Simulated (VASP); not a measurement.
Set up this calculation in VASP 6.6.1, as the native input.

```yaml
Task: single point
Functional: LDA
Potentials_or_basis: VASP PAW LDA potentials, release 64 (Ta_pv, N)
Cutoff: 520 eV
k_mesh: 18 × 18 × 18
Occupations: gaussian, width 0.15 eV
Spin: no spin polarisation
Dipole_correction: no
Further_INCAR_settings: ALGO = Normal; EDIFF = 1e-06; NBANDS = 15
```

The structure of TaN lies in POSCAR:

```
TaN
1.0
    0.0000000000      2.0872985990      2.1742693740
    2.0872985990      0.0000000000      2.1742693740
    2.0872985990      2.0872985990      0.0000000000
Ta N
1 1
Direct
    0.5000000000      0.5000000000      0.5000000000
    0.0000000000      0.0000000000      0.0000000000
```

One way to write it, as run:

INCAR

```
SYSTEM = TaN
PREC = Accurate ; ENCUT = 520
EDIFF = 1E-6 ; ISMEAR = 0
SIGMA = 0.15 ; LREAL = .FALSE.
LASPH = .TRUE. ; NELM = 100
ALGO = Normal ; ISIF = 2
LWAVE = .FALSE. ; LCHARG = .FALSE.
GGA = CA ; NBANDS = 15
```

KPOINTS

```
regular mesh
0
G
  18 18 18
  0 0 0
```

Potentials or basis: VASP PAW LDA potentials, release 64 (Ta_pv, N).

Run with:

```console
$ cat potpaw_LDA.64/Ta_pv/POTCAR potpaw_LDA.64/N/POTCAR > POTCAR
$ mpirun -np 1 vasp_std > vasp.out
```

Results of the run:

The pressure is 41.4 GPa. The band gap on the k mesh is zero (bands 8 and 9 overlap by 4.41 eV).

Caveat: the stress differs along the axes, from 16 to 54 GPa; spin-orbit coupling is left out, which moves the levels of the heavy elements.

Wall time 2.3 min on 1 thread of Intel Xeon 8259CL (shared host), peak memory 0.25 GiB.
